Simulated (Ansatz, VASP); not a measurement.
# Two plane-wave programs on Zn

```
CELL_PARAMETERS angstrom
-2.56736 2.56736 1.24391
2.56736 -2.56736 1.24391
2.56736 2.56736 -1.24391
ATOMIC_POSITIONS crystal
Zn 0.00000 0.00000 0.00000
Zn 0.75000 0.25000 0.50000
```

Alike in both runs: functional r2SCAN; k mesh 8 × 8 × 8; occupations gaussian, width 0.1 eV; no spin polarisation.

Ansatz relaxed the structure, and its values are those at the end. VASP's run is a single point on that final structure, the one shown.

|  | VASP | Ansatz |
| --- | --- | --- |
| version | VASP 6.6.1 | Ansatz 0.2.0 |
| potentials or method | VASP PAW PBE potentials, release 64 (Zn), cutoff 520 eV | scalar-relativistic, plane waves, PAW |
| valence electrons in the cell | 24 | 24 |

|  | VASP | Ansatz | Ansatz less VASP |
| --- | --- | --- | --- |
| gap on the k mesh at the Fermi level (eV) | none | none | - |
| pressure (GPa) | 0.3 | 0.0 | -0.23 |

VASP's potentials were made for PBE, not for r2SCAN. A gap of «none» marks a metal or a gap that the smearing closes. The functional is the same, so the differences come from potentials, cutoffs and numerics.
